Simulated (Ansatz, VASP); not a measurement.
# One calculation of Ir, two programs

The input INCAR:

```
PREC = Accurate ; ENCUT = 560
EDIFF = 1E-6 ; ISMEAR = -1
SIGMA = 0.05 ; LREAL = F
LASPH = T ; NELM = 120
ALGO = Normal ; ISIF = 2
LWAVE = F ; LCHARG = F
GGA = PS ; NBANDS = 14
GGA_COMPAT = F
```

Contents of KPOINTS:

```
Automatic mesh
0
Gamma
  13 13 13
```

File POSCAR:

```
Ir
1.0
    0.0000000000      1.9156000000      1.9156000000
    1.9156000000      0.0000000000      1.9156000000
    1.9156000000      1.9156000000      0.0000000000
Ir
1
Direct
    0.0000000000      0.0000000000      0.0000000000
```

Input for Ansatz:

```yaml
crystal:
  lattice:
    - [0.0, 1.9156, 1.9156]
    - [1.9156, 0.0, 1.9156]
    - [1.9156, 1.9156, 0.0]
  atoms:
    - { symbol: Ir, position: [0.0, 0.0, 0.0] }
basis:
  ecutwfc: 500.0
kpoints:
  mp_grid:
    grid: [13, 13, 13]
hamiltonian:
  xc: pbesol
scf:
  occupations:
    method: fermi_dirac
    width: 0.05
output:
  stress: true
```

Alike in both runs: task single point; functional PBEsol; k mesh 13 × 13 × 13; occupations fermi-dirac, width 0.05 eV; no spin polarisation.

|  | VASP | Ansatz |
| --- | --- | --- |
| version | VASP 6.6.1 | Ansatz 0.2.0 |
| potentials or method | VASP PAW PBE potentials, release 64 (Ir_sv_GW), cutoff 560 eV | plane waves, PAW |
| valence electrons in the cell | 17 | 17 |

|  | VASP | Ansatz | Ansatz less VASP |
| --- | --- | --- | --- |
| pressure (GPa) | -1.9 | 0.0 | +1.87 |

VASP's potentials were made for PBE, not for PBEsol.

Spin-orbit coupling is off throughout.
